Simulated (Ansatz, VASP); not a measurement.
# One calculation of Co, two programs

```
Co
1.0
     2.53635   -1.51259    0.00000
     2.53635    1.51259    0.00000
    -1.41668    0.00000    6.56686
Co
4
Cartesian
  0.1146 0.0000 0.6541
  3.5415 0.0000 5.9128
  1.7117 0.0000 3.9401
  1.9443 0.0000 2.6267
```

Alike in both runs: task single point; functional PBE; k mesh 8 × 8 × 4; occupations gaussian, width 0.1 eV; collinear spin.

|  | VASP | Ansatz |
| --- | --- | --- |
| version | VASP 6.6.1 | Ansatz 0.2.0 |
| potentials or method | VASP PAW PBE potentials, release 64 (Co), cutoff 520 eV | scalar-relativistic, plane waves, PAW |
| valence electrons in the cell | 36 | 68 |

Ansatz gave:

| Item | Value |
| --- | --- |
| gap on the k mesh at the Fermi level (eV) | none |
| rms of the force components (eV/Å) | 41.066 |
| net moment per atom (μB) | 0.00 |
| size of the moment on the site where the two differ most (μB) | 0.00 |

Estimate VASP's values.

gap on the k mesh at the Fermi level (eV): none; rms of the force components (eV/Å): 12.983; net moment per atom (μB): 0.64; size of the moment on the site where the two differ most (μB): 0.62.

The net moments are unlike, so the other rows may belong to different states. Site moments also hang on the region over which each program counts them. Atom by atom the forces differ by 28.086 eV/Å (rms over components). A gap of «none» marks a metal or a gap that the smearing closes. VASP's potentials hold 36 valence electrons a cell and Ansatz's 68, so a difference there can come from the potentials and not from the codes. Ansatz's warnings: seeded moment not kept.
